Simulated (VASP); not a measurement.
Here is a VASP 6.6.1 calculation.

Contents of INCAR:

```
SYSTEM = Zn3Ge2Bi
PREC = Accurate
ENCUT = 520
EDIFF = 1E-7
ISMEAR = 0
SIGMA = 0.1
LREAL = .False.
LASPH = .True.
NELM = 80
ALGO = Fast
ISIF = 2
LWAVE = .False.
LCHARG = .True.
GGA = PE
LELF = .True.
LVHAR = .True.
NBANDS = 91
```

KPOINTS

```
Automatic mesh
0
Gamma
  6 6 1
  0 0 0
```

POSCAR

```
Zn3Ge2Bi
1.0
    3.8495676798      0.0000000000      0.0000000000
   -1.9247838399      3.3338234042      0.0000000000
    0.0000000000      0.0000000000     19.4423210299
Zn Ge Bi
6 4 2
Direct
    0.0000000000      0.0000000000      0.5000000000
    0.0000000000      0.0000000000      0.0000000000
    0.3333333333      0.6666666667      0.3535533818
    0.6666666667      0.3333333333      0.8535533818
    0.6666666667      0.3333333333      0.6464466182
    0.3333333333      0.6666666667      0.1464466182
    0.3333333333      0.6666666667      0.9284885680
    0.6666666667      0.3333333333      0.4284885680
    0.6666666667      0.3333333333      0.0715114320
    0.3333333333      0.6666666667      0.5715114320
    0.0000000000      0.0000000000      0.2500000000
    0.0000000000      0.0000000000      0.7500000000
```

Potentials or basis: VASP PAW PBE potentials, release 64 (Zn, Ge_d, Bi_d).

Launch:

```bash
$ cat potpaw_PBE.64/Zn/POTCAR potpaw_PBE.64/Ge_d/POTCAR potpaw_PBE.64/Bi_d/POTCAR > POTCAR
$ mpirun -np 1 vasp_std > vasp.out
```

Q: Predict the largest force.

A: 0.010 eV/Å.

Q: What does it give for the pressure?

A: 0.4 GPa.

Forces on the atoms (eV/Å):
```
Zn   0.000  0.000  0.000
Zn   0.000  0.000  0.000
Zn   0.000  0.000 -0.010
Zn   0.000  0.000 -0.010
Zn   0.000  0.000  0.010
Zn   0.000  0.000  0.010
Ge   0.000  0.000  0.005
Ge   0.000  0.000  0.005
Ge   0.000  0.000 -0.005
Ge   0.000  0.000 -0.005
Bi   0.000  0.000  0.000
Bi   0.000  0.000  0.000
```
